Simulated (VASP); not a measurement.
Runs of VASP 6.6.1 on Ge2Sb2Te5. The structure is monoclinic, space group Cm (No. 8). The conventional cell has a = 13.678 Å, b = 6.132 Å, c = 9.672 Å, α = 90.00°, β = 134.93°, γ = 90.00°. Ge (site symmetry m) has 6 Te at 2.85 to 3.20 Å within 3.8 Å. Ge (site symmetry m) has 6 Te at 2.82 to 3.19 Å within 3.7 Å. Sb (site symmetry m) has 6 Te at 2.98 to 3.20 Å within 3.9 Å. Sb (site symmetry m) has 6 Te at 2.95 to 3.19 Å within 3.9 Å. Te (site symmetry m) has 3 Sb at 2.98 to 3.07 Å and 2 Ge at 3.05 to 3.20 Å within 3.9 Å. Te (site symmetry m) has 2 Ge at 2.95 to 3.00 Å and 2 Sb at 3.02 to 3.06 Å within 3.9 Å. Te (site symmetry m) has 3 Ge at 2.82 to 3.07 Å and 2 Sb at 3.14 to 3.19 Å within 3.7 Å. Within 3.9 Å of Te (site symmetry m) lie 2 Sb at 2.95 to 3.20 Å and 3 Ge at 3.07 to 3.08 Å. 

| k mesh | smearing | gap on the mesh (eV) | pressure (GPa) | largest force (eV/Å) |
| --- | --- | --- | --- | --- |
| 4 × 4 × 3 | gaussian 0.2 eV | - | -0.2 | 0.15 |
| 4 × 4 × 3 | gaussian 0.01 eV | 0.06 | -0.2 | 0.15 |
| 1 × 1 × 1 | gaussian 0.01 eV | 1.38 | (b) | 0.65 |
| 4 × 4 × 3 | gaussian 0.4 eV | - | -0.1 | (a) |
| 4 × 4 × 2 | gaussian 0.01 eV | 0.06 | 0.0 | 0.13 |

Alike in all rows: task single point; level PBE; potentials or basis VASP PAW PBE potentials, release 64 (Ge_d, Sb, Te); no spin polarisation; cell as given; cutoff (eV) 520.

**Question.** Fill in the values left out.

**Answer.** (a) 0.16; (b) -0.5.

Caveats: some runs use coarse meshes; spin-orbit coupling is left out, which moves the levels of the heavy elements.

A k mesh can miss the band edges, and the runs leave out spin-orbit coupling on Ge, Sb, Te.
